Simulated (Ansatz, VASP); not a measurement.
## Cd in VASP and in Ansatz

File INCAR:

```
PREC = Accurate
ENCUT = 520
EDIFF = 1E-7
ISMEAR = -1
SIGMA = 0.05
LREAL = F
LASPH = T
NELM = 60
ALGO = Normal
ISIF = 2
LWAVE = F
LCHARG = F
GGA = PS
NBANDS = 19
```

Contents of KPOINTS:

```
regular mesh
0
Gamma
  16 16 7
```

File POSCAR:

```
Cd
1.0
    3.0372966056      0.0000000000      0.0000000000
   -1.5186483028      2.6303760192      0.0000000000
    0.0000000000      0.0000000000      5.7278279719
Cd
2
Direct
    0.3333333333      0.6666666667      0.2500000000
    0.6666666667      0.3333333333      0.7500000000
```

Input for Ansatz:

```yaml
crystal:
  lattice:
    - [3.0372966056, 0.0, 0.0]
    - [-1.5186483028, 2.6303760192, 0.0]
    - [0.0, 0.0, 5.7278279719]
  atoms:
    - { symbol: Cd, position: [0.3333333333, 0.6666666667, 0.25] }
    - { symbol: Cd, position: [0.6666666667, 0.3333333333, 0.75] }
kpoints:
  mp_grid: { grid: [16, 16, 7] }
  band_path:
    path:
      - [0.0, 0.0, 0.0]
      - [0.5, 0.0, 0.0]
      - [0.3333333333, 0.3333333333, 0.0]
      - [0.0, 0.0, 0.0]
      - [0.0, 0.0, 0.5]
      - [0.5, 0.0, 0.5]
      - [0.3333333333, 0.3333333333, 0.5]
      - [0.0, 0.0, 0.5]
      - [0.5, 0.0, 0.5]
    npoints: 5
scf:
  occupations: { method: fermi_dirac, width: 0.05 }
hamiltonian:
  xc: pbesol
  pseudopotentials: { kind: all_electron, lapw: { basis_error: 0.001 } }
output:
  forces: true
  stress: true
  eigenvalues: true
```

Change from the starting cell: volume scaled by 1.06.

Alike in both runs: task single point; functional PBEsol; k mesh 16 × 16 × 7; occupations fermi-dirac, width 0.05 eV; no spin polarisation.

|  | VASP | Ansatz |
| --- | --- | --- |
| version | VASP 6.6.1 | Ansatz 0.2.0 |
| potentials or method | VASP PAW PBE potentials, release 64 (Cd), cutoff 520 eV | all-electron LAPW, scalar-relativistic |

VASP gave:

- pressure (GPa): -3.9
- traceless stress, the component that is largest in VASP (GPa): 0.51

Task: What did Ansatz give for the same quantities?

Result: Pressure (GPa): -4.1; traceless stress, the component that is largest in VASP (GPa): 0.63.

VASP's potentials were made for PBE, not for PBEsol. Ansatz ran all-electron here, and VASP with PAW potentials.
